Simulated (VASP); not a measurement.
A run of VASP 6.6.1 is set up as follows.

File INCAR:

```
ALGO = Normal ; DIPOL = 0.5 0.5 0.363
EDIFF = 1E-6 ; ENCUT = 520
GGA = CA ; IDIPOL = 3
ISIF = 2 ; ISMEAR = 0
LASPH = True ; LCHARG = True
LDIPOL = True ; LELF = True
LREAL = False ; LVACPOTAV = True
LVHAR = True ; LWAVE = False
NBANDS = 32 ; NELM = 80
PREC = Accurate ; SIGMA = 0.05
```

KPOINTS

```
k-points
0
Gamma
  6 6 1
```

The input POSCAR:

```
ZnCd2Te2
1.0
    4.5325544674      0.0000000000      0.0000000000
   -2.2662772337      3.9253073128      0.0000000000
    0.0000000000      0.0000000000     19.8672286441
Te Cd Zn
2 2 1
Direct
    0.0000000000      0.0000000000      0.2013365866
    0.3333333333      0.6666666667      0.3964595968
    0.3333333333      0.6666666667      0.2479059306
    0.6666666667      0.3333333333      0.4211573136
    0.6666666667      0.5555555556      0.5496356514
```

Potentials or basis: VASP PAW LDA potentials, release 64 (Te, Cd, Zn).

Launch:

```sh
$ cat potpaw_LDA.64/Te/POTCAR potpaw_LDA.64/Cd/POTCAR potpaw_LDA.64/Zn/POTCAR > POTCAR
$ mpirun -np 1 vasp_std > vasp.out
```

(1) Predict the band gap on the k mesh.

(2) Predict the largest force.

## Answers

(1) zero (filled and empty bands touch).

(2) 0.430 eV/Å.

Caveat: spin-orbit coupling is left out, which moves the levels of the heavy elements.
